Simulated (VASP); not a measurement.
## Fe: single point with PBE

Fe:

```xyz
1
Lattice="-1.4288 1.4288 1.4719 1.4288 -1.4288 1.4719 1.4288 1.4288 -1.4719" Properties=species:S:1:pos:R:3 pbc="T T T"
Fe    0.0000    0.0000    0.0000
```

This cell differs from its parent crystal: stretched by +2 % along [0.0, 0.0, 1.0] at fixed volume.

| Property | Result |
| --- | --- |
| Program | VASP 6.6.1 |
| Task | single point |
| Functional | PBE |
| Potentials or basis | VASP PAW PBE potentials, release 64 (Fe) |
| Cutoff | 520 eV |
| k mesh | 13 × 13 × 13 |
| Occupations | fermi-dirac, width 0.1 eV |
| Spin | non-collinear spin, typed start, spin-orbit coupling |
| Starting moments | [[2.3, 0.0, 0.0]] μB |

- Pressure: -8.7 GPa
- Net moment: 2.29 μB per cell
- Valence electrons inside the program's atomic spheres: Fe 7.16

Stress tensor (GPa, compression positive):
```
 -7.93   0.00   0.00
  0.00  -7.84   0.01
  0.00   0.01 -10.36
```

Moments on the atoms (μB; x, y, z):
```
Fe  2.30 0.00 0.00
```

Run time: 16 min on 1 thread of Intel(R) Xeon(R) Platinum 8259CL CPU @ 2.50GHz (Skylake/Cascade Lake) (shared host), peak memory 0.32 GiB.

Caveat: the cell stands under tension.
